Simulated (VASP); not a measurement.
Write the native input for VASP 6.6.1 that does the following.

| Item | Value |
| --- | --- |
| Task | single point |
| Functional | PBE |
| Potentials or basis | VASP PAW PBE potentials, release 64 (Sr_sv, Cl) |
| Cutoff | 520 eV |
| k mesh | 6 × 6 × 4 |
| Occupations | gaussian, width 0.01 eV |
| Spin | no spin polarisation |
| Dipole correction | no |
| Further INCAR settings | ALGO = Normal; EDIFF = 1e-06; NBANDS = 19 |

The structure of SrCl2 lies in POSCAR:

```
SrCl2
1.0
    4.4072489055      0.0000000000      0.0000000000
   -2.2036244528      3.8167895130      0.0000000000
    0.0000000000      0.0000000000      5.5960650195
Sr Cl
1 2
Direct
    0.0000000000      0.0000000000      0.0000000000
    0.3333333333      0.6666666667      0.2486950203
    0.6666666667      0.3333333333      0.7513049797
```

One way to write it, as run:

INCAR

```
SYSTEM = SrCl2
PREC = Accurate
ENCUT = 520
EDIFF = 1E-6
ISMEAR = 0
SIGMA = 0.01
LREAL = .FALSE.
LASPH = .TRUE.
NELM = 80
ALGO = Normal
ISIF = 2
LWAVE = .FALSE.
LCHARG = .TRUE.
GGA = PE
LELF = .TRUE.
LVHAR = .TRUE.
NBANDS = 19
```

KPOINTS

```
Automatic mesh
0
G
  6 6 4
  0 0 0
```

Potentials or basis: VASP PAW PBE potentials, release 64 (Sr_sv, Cl).

Command:

```sh
$ cat potpaw_PBE.64/Sr_sv/POTCAR potpaw_PBE.64/Cl/POTCAR > POTCAR
$ mpirun -np 1 vasp_std > vasp.out
```

Results of the run:

| Property | Result |
| --- | --- |
| Pressure | 1.3 GPa |
| Largest force | 0.024 eV/Å |
| Band gap on the k mesh | 5.16 eV |

Wall time 66 s on 1 thread of AMD EPYC 7R13, with other jobs on the host, peak memory 0.2 GiB.
